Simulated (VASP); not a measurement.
# SnTe (Fm-3m) in VASP: single point with PBE

Aim: the single point of SnTe with PBE.

Everything below comes from runs of VASP 6.6.1. Logs are shortened: lines on timing, memory, paths and dates and some standing lists are left out, and cuts for length are marked.

### Step 1. The cell of the first run

It takes space group Fm-3m (No. 225, cubic). The conventional cell has a = 6.313 Å, b = 6.313 Å, c = 6.313 Å, α = 90.00°, β = 90.00°, γ = 90.00°. Within 4.2 Å of Sn (site symmetry m-3m) lie 6 Te at 3.16 Å. Te (site symmetry m-3m) has 6 Sn at 3.16 Å within 4.2 Å.

### Step 2. Single point, PBE, non-collinear spin, zero start, spin-orbit coupling

Contents of INCAR:

```
PREC = Accurate
ENCUT = 520
EDIFF = 1E-7
ISMEAR = -1
SIGMA = 0.08
LREAL = F
LASPH = T
NELM = 150
ALGO = Normal
ISIF = 2
LWAVE = F
LCHARG = F
LNONCOLLINEAR = T
MAGMOM = 0 0 0 0 0 0
LORBIT = 11
LSORBIT = T
GGA_COMPAT = F
LORBMOM = T
GGA = PE
NBANDS = 32
```

Contents of KPOINTS:

```
Automatic mesh
0
Gamma
  11 11 11
```

Contents of POSCAR:

```
SnTe
1.0
    0.0000000000      3.1565000000      3.1565000000
    3.1565000000      0.0000000000      3.1565000000
    3.1565000000      3.1565000000      0.0000000000
Sn Te
1 1
Direct
    0.0000000000      0.0000000000      0.0000000000
    0.5000000000      0.5000000000      0.5000000000
```

Potentials or basis: VASP PAW PBE potentials, release 64 (Sn_d, Te).

Run with:

```sh
cat potpaw_PBE.64/Sn_d/POTCAR potpaw_PBE.64/Te/POTCAR > POTCAR
mpirun -np 1 vasp_ncl > vasp.out
```

OUTCAR:

```text
PREC = Accurate
   ENCUT = 520
   EDIFF = 1E-7
   ISMEAR = -1
   LREAL = F
   LASPH = T
   NELM = 150
   ISIF = 2
   LNONCOLLINEAR = T
   LORBIT = 11
   LSORBIT = T
   GGA = PE

 ion  position               nearest neighbor table
   1  0.000  0.000  0.000-   2 3.16   2 3.16   2 3.16   2 3.16   2 3.16   2 3.16
   2  0.500  0.500  0.500-   1 3.16   1 3.16   1 3.16   1 3.16   1 3.16   1 3.16

  LATTYP: Found a face centered cubic cell.
 ALAT       =     6.3130000000

  Lattice vectors:

 A1 = (   0.0000000000,   3.1565000000,   3.1565000000)
 A2 = (   3.1565000000,   0.0000000000,   3.1565000000)
 A3 = (   3.1565000000,   3.1565000000,   0.0000000000)

Analysis of symmetry for initial positions (statically):
=====================================================================
 Subroutine PRICEL returns:
 Original cell was already a primitive cell.

 Routine SETGRP: Setting up the symmetry group for a
 face centered cubic supercell.

 Subroutine GETGRP returns: Found 48 space group operations
 (whereof 48 operations were pure point group operations)
 out of a pool of 48 trial point group operations.

The static configuration has the point symmetry O_h .

Analysis of symmetry for dynamics (positions and initial velocities):
=====================================================================
 Subroutine PRICEL returns:
 Original cell was already a primitive cell.

 Routine SETGRP: Setting up the symmetry group for a
 face centered cubic supercell.

 Subroutine GETGRP returns: Found 48 space group operations
 (whereof 48 operations were pure point group operations)
 out of a pool of 48 trial point group operations.

The dynamic configuration has the point symmetry O_h .

Analysis of structural, dynamic, and magnetic symmetry:
=====================================================================
 Subroutine PRICEL returns:
 Original cell was already a primitive cell.

 Routine SETGRP: Setting up the symmetry group for a
 face centered cubic supercell.

 Subroutine GETGRP returns: Found 48 space group operations
 (whereof 48 operations were pure point group operations)
 out of a pool of 48 trial point group operations.

The overall configuration has the point symmetry O_h .

 Subroutine INISYM returns: Found 48 space group operations
 (whereof 48 operations are pure point group operations),
 and found     1 'primitive' translations

----------------------------------------------------------------------------------------

                                     Primitive cell

  volume of cell :      62.8995

  direct lattice vectors                    reciprocal lattice vectors
     0.000000000  3.156500000  3.156500000    -0.158403295  0.158403295  0.158403295
     3.156500000  0.000000000  3.156500000     0.158403295 -0.158403295  0.158403295
     3.156500000  3.156500000  0.000000000     0.158403295  0.158403295 -0.158403295

  length of vectors
     4.463965110  4.463965110  4.463965110     0.274362555  0.274362555  0.274362555

  position of ions in fractional coordinates (direct lattice)
     0.000000000  0.000000000  0.000000000
     0.500000000  0.500000000  0.500000000

  ion indices of the primitive-cell ions
   primitive index   ion index
                 1           1
                 2           2

----------------------------------------------------------------------------------------

 KPOINTS: Automatic mesh

Automatic generation of k-mesh.
 Grid dimensions read from file:
 generate k-points for:   11   11   11

 Generating k-lattice:

  Cartesian coordinates                     Fractional coordinates (reciprocal lattice)
    -0.014400300  0.014400300  0.014400300     0.090909091  0.000000000  0.000000000
     0.014400300 -0.014400300  0.014400300     0.000000000  0.090909091  0.000000000
     0.014400300  0.014400300 -0.014400300     0.000000000  0.000000000  0.090909091

  Length of vectors
[... 95 lines left out ...]

 number of electron      19.9999999 magnetization      -0.0000000     -0.0000000      0.0000000

 Free energy of the ion-electron system (eV)
  ---------------------------------------------------
  ext. energy  EPLUGINS =         0.00000000
  ---------------------------------------------------
  free energy    TOTEN  =        -7.69625798 eV

  energy without entropy =       -7.69399791  energy(sigma->0) =       -7.69512794

 E-fermi :   6.8766     XC(G=0):  -9.4684

 val. band max:        6.7231816256   @ k =   0.4545   0.0000   0.0000
 cond. band min:       7.0449522052   @ k =   0.4545   0.0000   0.0000
 fundamental gap:      0.3217705796
 Fermi energy:         6.8765533465

 k-point     1 :       0.0000    0.0000    0.0000
  band No.  band energies     occupation
      1     -15.6118      1.00000
      2     -15.6118      1.00000
      3     -15.6118      1.00000
      4     -15.6118      1.00000
      5     -14.5772      1.00000
      6     -14.5772      1.00000
[... 829 lines left out ...]
     31      14.7476      0.00000
     32      14.7478      0.00000

 [... further k-points ...]

------------------------ aborting loop because EDIFF is reached ----------------------------------------

  FORCE on cell =-STRESS in cart. coord.  units (eV):
  Direction    XX          YY          ZZ          XY          YZ          ZX
  --------------------------------------------------------------------------------------
  -------------------------------------------------------------------------------------
  Total        0.7958187      0.7958187      0.7958187      0.0000000      0.0000000      0.0000000
  in kB       20.2711008     20.2711008     20.2711008      0.0000000      0.0000000      0.0000000
  external PRESSURE =      20.2711008 kB  Pullay stress =       0.0000000 kB

 VOLUME and BASIS-vectors are now :
 -----------------------------------------------------------------------------
  energy-cutoff  :      520.00
  volume of cell :       62.90
      direct lattice vectors                 reciprocal lattice vectors
     0.000000000  3.156500000  3.156500000    -0.158403295  0.158403295  0.158403295
     3.156500000  0.000000000  3.156500000     0.158403295 -0.158403295  0.158403295
     3.156500000  3.156500000  0.000000000     0.158403295  0.158403295 -0.158403295

 POSITION                                       TOTAL-FORCE (eV/Angst)
 -----------------------------------------------------------------------------------
      0.00000      0.00000      0.00000         0.000000     -0.000000     -0.000000
      3.15650      3.15650      3.15650        -0.000000      0.000000      0.000000
 -----------------------------------------------------------------------------------
    total drift:                               -0.000000      0.000000      0.000000

  FREE ENERGIE OF THE ION-ELECTRON SYSTEM (eV)
  ---------------------------------------------------
  free  energy   TOTEN  =        -7.6962579806 eV

  energy  without entropy=       -7.6939979074  energy(sigma->0) =       -7.69512794

 orbital moment (x)

 # of ion     p       d       tot
 ----------------------------------------
  1         0.000   0.000   0.000
  2         0.000   0.000   0.000
 ----------------------------------------
            0.000   0.000   0.000

 orbital moment (y)

 # of ion     p       d       tot
 ----------------------------------------
  1         0.000   0.000   0.000
  2         0.000   0.000   0.000
 ----------------------------------------
            0.000   0.000   0.000

 orbital moment (z)

 # of ion     p       d       tot
 ----------------------------------------
  1         0.000   0.000   0.000
  2         0.000   0.000   0.000
 ----------------------------------------
            0.000   0.000   0.000

 Spin-Orbit-Coupling matrix elements

 Ion:    1  E_soc:     -0.0963947
 l=   1
     0.0000000    -0.0098982    -0.0098982
    -0.0098982     0.0000000    -0.0098982
    -0.0098982    -0.0098982     0.0000000
 l=   2
     0.0000000    -0.0012221     0.0000000    -0.0012221    -0.0049455
    -0.0012221     0.0000000    -0.0037091    -0.0012221    -0.0012364
     0.0000000    -0.0037091     0.0000000    -0.0037091     0.0000000
    -0.0012221    -0.0012221    -0.0037091     0.0000000    -0.0012364
    -0.0049455    -0.0012364     0.0000000    -0.0012364     0.0000000
 l=   3
     0.0000000     0.0000000     0.0000000     0.0000000     0.0000000     0.0000000     0.0000000
     0.0000000     0.0000000     0.0000000     0.0000000     0.0000000     0.0000000     0.0000000
     0.0000000     0.0000000     0.0000000     0.0000000     0.0000000     0.0000000     0.0000000
     0.0000000     0.0000000     0.0000000     0.0000000     0.0000000     0.0000000     0.0000000
     0.0000000     0.0000000     0.0000000     0.0000000     0.0000000     0.0000000     0.0000000
     0.0000000     0.0000000     0.0000000     0.0000000     0.0000000     0.0000000     0.0000000
     0.0000000     0.0000000     0.0000000     0.0000000     0.0000000     0.0000000     0.0000000

 Ion:    2  E_soc:     -0.2043085
 l=   1
     0.0000000    -0.0340463    -0.0340463
    -0.0340463     0.0000000    -0.0340463
    -0.0340463    -0.0340463     0.0000000
 l=   2
     0.0000000    -0.0000113     0.0000000    -0.0000113     0.0000062
    -0.0000113     0.0000000     0.0000047    -0.0000113     0.0000016
     0.0000000     0.0000047     0.0000000     0.0000047     0.0000000
    -0.0000113    -0.0000113     0.0000047     0.0000000     0.0000016
     0.0000062     0.0000016     0.0000000     0.0000016     0.0000000
 l=   3
     0.0000000     0.0000000     0.0000000     0.0000000     0.0000000     0.0000000     0.0000000
     0.0000000     0.0000000     0.0000000     0.0000000     0.0000000     0.0000000     0.0000000
     0.0000000     0.0000000     0.0000000     0.0000000     0.0000000     0.0000000     0.0000000
     0.0000000     0.0000000     0.0000000     0.0000000     0.0000000     0.0000000     0.0000000
     0.0000000     0.0000000     0.0000000     0.0000000     0.0000000     0.0000000     0.0000000
     0.0000000     0.0000000     0.0000000     0.0000000     0.0000000     0.0000000     0.0000000
     0.0000000     0.0000000     0.0000000     0.0000000     0.0000000     0.0000000     0.0000000

 total charge

# of ion       s       p       d       tot
------------------------------------------
    1        1.368   0.738   9.984  12.090
    2        1.383   1.967   0.030   3.379
--------------------------------------------------
tot          2.750   2.705  10.014  15.469

 magnetization (x)

# of ion       s       p       d       tot
------------------------------------------
    1       -0.000   0.000  -0.000  -0.000
    2        0.000   0.000  -0.000   0.000
--------------------------------------------------
tot          0.000   0.000  -0.000   0.000

 magnetization (y)

# of ion       s       p       d       tot
------------------------------------------
    1        0.000   0.000   0.000   0.000
    2       -0.000   0.000   0.000  -0.000
--------------------------------------------------
tot          0.000   0.000   0.000   0.000

 magnetization (z)

# of ion       s       p       d       tot
------------------------------------------
    1        0.000  -0.000  -0.000   0.000
    2       -0.000  -0.000  -0.000  -0.000
--------------------------------------------------
tot         -0.000  -0.000  -0.000  -0.000
```

It took 3.3 min on 1 thread of Intel Xeon Platinum 8488C (Sapphire Rapids), shared host; peak memory 0.47 GiB.

What came out:

```
Free energy                                           : -7.6963 eV
Pressure                                              : 2.0 GPa
Net moment                                            : 0.00 μB per cell
Valence electrons inside the program's atomic spheres : Sn 12.09; Te 3.38
```

Moments on the atoms (μB; x, y, z):
```
Sn  0.00 0.00 0.00
Te  0.00 0.00 0.00
```

Caveat: this odd mesh misses L, so gap, dielectric constants and Born charges aren't listed.
